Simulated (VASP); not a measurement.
SiC, 8 atoms in the cell. It takes space group P6_3mc (No. 186, hexagonal). The conventional cell has a = 3.058 Å, b = 3.058 Å, c = 10.012 Å, α = 90.00°, β = 90.00°, γ = 120.00°. Within 2.5 Å of Si (site symmetry 3m) lie 4 C at 1.87 to 1.88 Å. Within 2.5 Å of Si (site symmetry 3m) lie 4 C at 1.87 to 1.88 Å. C (site symmetry 3m) has 4 Si at 1.87 to 1.88 Å within 2.5 Å. C (site symmetry 3m) has 4 Si at 1.87 to 1.88 Å within 2.5 Å. 

- Program: VASP 6.6.1
- Task: single point
- Functional: LDA
- Potentials or basis: VASP PAW LDA potentials, release 64 (Si, C)
- Cutoff: 520 eV
- k mesh: 12 × 12 × 2
- Occupations: fermi-dirac, width 0.02 eV
- Spin: no spin polarisation
- Dipole correction: no
- Further INCAR settings: ALGO = Normal; EDIFF = 1e-06; NBANDS = 26

Potentials or basis: VASP PAW LDA potentials, release 64 (Si, C).

Run with:

```console
$ cat potpaw_LDA.64/Si/POTCAR potpaw_LDA.64/C/POTCAR > POTCAR
$ mpirun -np 1 vasp_std > vasp.out
```

Hardware: 1 thread of Intel(R) Xeon(R) Platinum 8259CL CPU @ 2.50GHz (Skylake/Cascade Lake), with other jobs on the host.

**Question.** How long does it take, and how much memory?

**Answer.** It took 59 s on 1 thread of Intel(R) Xeon(R) Platinum 8259CL CPU @ 2.50GHz (Skylake/Cascade Lake), with other jobs on the host, peak memory 0.2 GiB. Counts: scf iterations 13, k points 38.
